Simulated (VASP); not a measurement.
A run of VASP 6.6.1:

Contents of POSCAR:

```
Zn
1.0
    0.0000000000      1.9647760000      1.9647760000
    1.9647760000      0.0000000000      1.9647760000
    1.9647760000      1.9647760000      0.0000000000
Zn
1
Direct
    0.0000000000      0.0000000000      0.0000000000
```

The input INCAR.step1:

```
SYSTEM = Zn
ALGO = Normal
EDIFF = 1E-5
ENCUT = 400
GGA = PE
GGA_COMPAT = .False.
ISIF = 2
ISMEAR = -1
LASPH = .True.
LREAL = .False.
LWAVE = .True.
NBANDS = 12
NELM = 120
PREC = Accurate
SIGMA = 0.05
```

INCAR.step2

```
SYSTEM = Zn
ALGO = Normal
EDIFF = 1E-6
ENCUT = 400
GGA = PE
GGA_COMPAT = .False.
HFSCREEN = 0.2079
ISIF = 2
ISMEAR = -1
ISTART = 1
LASPH = .True.
LCHARG = .True.
LELF = .True.
LHFCALC = .True.
LREAL = .False.
LVHAR = .True.
LWAVE = .False.
NBANDS = 12
NELM = 120
PREC = Accurate
PRECFOCK = Normal
SIGMA = 0.05
```

The input KPOINTS:

```
k-points
0
Gamma
  6 6 6
  0 0 0
```

Potentials or basis: VASP PAW PBE potentials, release 64 (Zn).

The run is started by

```bash
$ cat potpaw_PBE.64/Zn/POTCAR > POTCAR
$ cp INCAR.step1 INCAR
$ mpirun -np 1 vasp_std > vasp.out
$ cp INCAR.step2 INCAR
$ mpirun -np 1 vasp_std > vasp.out
```

Hardware: 1 thread of Intel(R) Xeon(R) Platinum 8259CL CPU @ 2.50GHz (Skylake/Cascade Lake) (shared host).

Task: Estimate the wall time of this run.

Result: Wall time 4 min on 1 thread of Intel(R) Xeon(R) Platinum 8259CL CPU @ 2.50GHz (Skylake/Cascade Lake), on a shared host, peak memory 0.21 GiB. Counts: k points 16.
